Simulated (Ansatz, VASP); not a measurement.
## Two plane-wave programs on RbBr

File POSCAR:

```
RbBr
1.0
    4.1279266285      0.0000000000      0.0000000000
    0.0000000000      4.1279266285      0.0000000000
    0.0000000000      0.0000000000      4.1279266285
Rb Br
1 1
Direct
    0.0000000000      0.0000000000      0.0000000000
    0.5000000000      0.5000000000      0.5000000000
```

INCAR.step1

```
SYSTEM = RbBr
PREC = Accurate
ENCUT = 520
EDIFF = 1E-5
ISMEAR = 0
SIGMA = 0.01
LREAL = .FALSE.
LASPH = .TRUE.
NELM = 100
ALGO = Normal
ISIF = 2
LWAVE = .TRUE.
LCHARG = .FALSE.
NBANDS = 15
GGA = PE
```

The input INCAR.step2:

```
SYSTEM = RbBr
PREC = Accurate
ENCUT = 520
EDIFF = 1E-6
ISMEAR = 0
SIGMA = 0.01
LREAL = .FALSE.
LASPH = .TRUE.
NELM = 100
ALGO = Normal
ISIF = 2
LWAVE = .FALSE.
LCHARG = .FALSE.
GGA = PE
LHFCALC = .TRUE.
AEXX = 0.05
PRECFOCK = Normal
NBANDS = 15
ISTART = 1
```

Contents of KPOINTS:

```
regular mesh
0
G
  4 4 4
  0 0 0
```

Input for Ansatz:

```yaml
crystal:
  lattice:
    - [4.1279266285, 0.0, 0.0]
    - [0.0, 4.1279266285, 0.0]
    - [0.0, 0.0, 4.1279266285]
  atoms:
    - { symbol: Rb, position: [0.0, 0.0, 0.0] }
    - { symbol: Br, position: [0.5, 0.5, 0.5] }
kpoints:
  mp_grid: { grid: [4, 4, 4] }
hamiltonian:
  xc: { exchange: pbe, correlation: pbe, exx: { coeff: 0.05 } }
scf:
  occupations: { method: fixed }
  n_extra_bands: 4
output:
  forces: true
  stress: true
  eigenvalues: true
```

Alike in both runs: task single point; functional PBE-based global hybrid; k mesh 4 × 4 × 4; no spin polarisation.

```csv
,VASP,Ansatz
version,VASP 6.6.1,Ansatz 0.2.0
potentials or method,"VASP PAW PBE potentials, release 64 (Rb_sv, Br)",plane waves
plane-wave cutoff (eV),520,420
occupations,"gaussian, width 0.01 eV",fixed
valence electrons in the cell,16,16
```

```csv
,VASP,Ansatz,Ansatz less VASP
gap on the k mesh at the Fermi level (eV),4.45,4.45,-0.004
pressure (GPa),0.7,0.7,-0.02
```

VASP's potentials were made for PBE, not for PBE-based global hybrid. Ansatz's warnings: stress exchange threshold loose, stress scf threshold loose.
